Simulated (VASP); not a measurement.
Here is a VASP 6.6.1 calculation.

The input POSCAR:

```
BaTiO3
1.0
   -8.0667012900      0.0000000000      0.0000000000
    0.0000000000     -2.8721210400      2.8809792100
    0.0000000000      2.8721210400      2.8809792100
Ba Ti O
2 2 6
Direct
    0.0000000000      0.0000000000      0.0000000000
    0.5000000000      0.0000000000      0.0000000000
    0.2500000000      0.5079000000      0.5079000000
    0.7500000000      0.5079000000      0.5079000000
    0.0000000000      0.4921000000      0.4921000000
    0.5000000000      0.4921000000      0.4921000000
    0.2500000000      0.9937100000      0.5025100000
    0.7500000000      0.9937100000      0.5025100000
    0.2500000000      0.5025100000      0.9937100000
    0.7500000000      0.5025100000      0.9937100000
```

INCAR.step1

```
SYSTEM = BaTiO3
PREC     = Accurate       ! precision mode
ENCUT    = 520            ! plane-wave cutoff, eV
ISMEAR   = -1             ! smearing method
SIGMA    = 0.1            ! smearing width, eV
LREAL    = .FALSE.        ! projectors in reciprocal space
LASPH    = .TRUE.         ! aspherical terms in the spheres
NELM     = 60             ! most SCF steps
NBANDS   = 51             ! bands
GGA      = PE             ! functional
ALGO     = Normal         ! electronic algorithm
EDIFF    = 1E-4           ! SCF threshold, eV
LWAVE    = .TRUE.         ! write WAVECAR
LCHARG   = .FALSE.        ! write CHGCAR
```

The input INCAR.step2:

```
SYSTEM = BaTiO3
PREC     = Accurate       ! precision mode
ENCUT    = 520            ! plane-wave cutoff, eV
EDIFF    = 1E-6           ! SCF threshold, eV
ISMEAR   = -1             ! smearing method
SIGMA    = 0.1            ! smearing width, eV
LREAL    = .FALSE.        ! projectors in reciprocal space
LASPH    = .TRUE.         ! aspherical terms in the spheres
NELM     = 60             ! most SCF steps
ALGO     = Normal         ! electronic algorithm
ISIF     = 2              ! what is computed and relaxed
LWAVE    = .FALSE.        ! write WAVECAR
LCHARG   = .FALSE.        ! write CHGCAR
METAGGA  = R2SCAN         ! meta-GGA
LMIXTAU  = .TRUE.       
NBANDS   = 51             ! bands
ISTART   = 1
```

KPOINTS

```
regular mesh
0
G
  3 6 6
  0 0 0
```

Potentials or basis: VASP PAW PBE potentials, release 64 (Ba_sv, Ti_sv, O).

Command:

```sh
$ cat potpaw_PBE.64/Ba_sv/POTCAR potpaw_PBE.64/Ti_sv/POTCAR potpaw_PBE.64/O/POTCAR > POTCAR
$ cp INCAR.step1 INCAR
$ mpirun -np 1 vasp_std > vasp.out
$ cp INCAR.step2 INCAR
$ mpirun -np 1 vasp_std > vasp.out
```

Task: What does it give for the band gap on the k mesh?

Result: 2.09 eV.

Task: What does it give for the largest force?

Result: 0.296 eV/Å.

Forces on the atoms (eV/Å):
```
Ba   0.000  0.000  0.087
Ba   0.000  0.000  0.087
Ti   0.000  0.000  0.296
Ti   0.000  0.000  0.296
O    0.000  0.000  0.137
O    0.000  0.000  0.137
O    0.000  0.094 -0.260
O    0.000  0.094 -0.260
O    0.000 -0.094 -0.260
O    0.000 -0.094 -0.260
```

Caveat: the PAW data sets were made with another functional, which shifts forces and pressure a little; spin-orbit coupling is left out, which moves the levels of the heavy elements. A k mesh can miss the band edges.
